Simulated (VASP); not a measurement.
# BaZnPF: single point with PBE

BaZnPF:

```
Ba Zn P F
1.0
     4.21281    0.00000    0.00000
     0.00000    4.21281    0.00000
     0.00000    0.00000    9.61736
Ba Zn P F
2 2 2 2
Direct
  0.50000 0.00000 0.33090
  0.00000 0.50000 0.66910
  0.50000 0.50000 0.00000
  0.00000 0.00000 0.00000
  0.00000 0.50000 0.14847
  0.50000 0.00000 0.85153
  0.50000 0.50000 0.50000
  0.00000 0.00000 0.50000
```

```
Program             : VASP 6.6.1
Task                : single point
Functional          : PBE
Potentials or basis : VASP PAW PBE potentials, release 64 (Ba_sv, Zn, P, F)
Cutoff              : 520 eV
k mesh              : 6 × 6 × 2
Occupations         : gaussian, width 0.01 eV
Spin                : no spin polarisation
```

- Pressure: -1.0 GPa
- Largest force: 0.155 eV/Å
- Band gap on the k mesh: 0.44 eV

Forces on the atoms (eV/Å):
```
Ba   0.000  0.000  0.004
Ba   0.000  0.000 -0.004
Zn   0.000  0.000  0.000
Zn   0.000  0.000  0.000
P    0.000  0.000 -0.155
P    0.000  0.000  0.155
F    0.000  0.000  0.000
F    0.000  0.000  0.000
```

Stress tensor (GPa, compression positive):
```
-1.06  0.00  0.00
 0.00 -1.06  0.00
 0.00  0.00 -0.96
```

Levels at points of the mesh, in eV from the valence-band top:
```csv
k point,band 32,band 33,band 34,band 35,band 36,band 37
"(0.00, 0.00, 0.00)",-0.51,0.00,0.00,0.44,1.65,2.22
"(0.50, 0.00, 0.00)",-0.94,-0.85,-0.85,1.97,1.97,3.02
"(0.50, 0.50, 0.00)",-2.32,-2.24,-2.24,2.53,2.53,3.10
"(0.00, 0.00, 0.50)",-0.77,0.00,0.00,0.55,1.77,1.93
"(0.50, 0.00, 0.50)",-0.93,-0.84,-0.84,2.07,2.07,2.96
"(0.50, 0.50, 0.50)",-2.28,-2.27,-2.27,2.66,2.66,3.18
```

Wall time 2.8 min on 1 thread of Oxide Virtual Turin-like Processor (shared host), peak memory 0.31 GiB.

Caveat: semilocal functionals underestimate gaps, and a narrow one can read as zero; spin-orbit coupling is left out, which moves the levels of the heavy elements. A k mesh can miss the band edges.
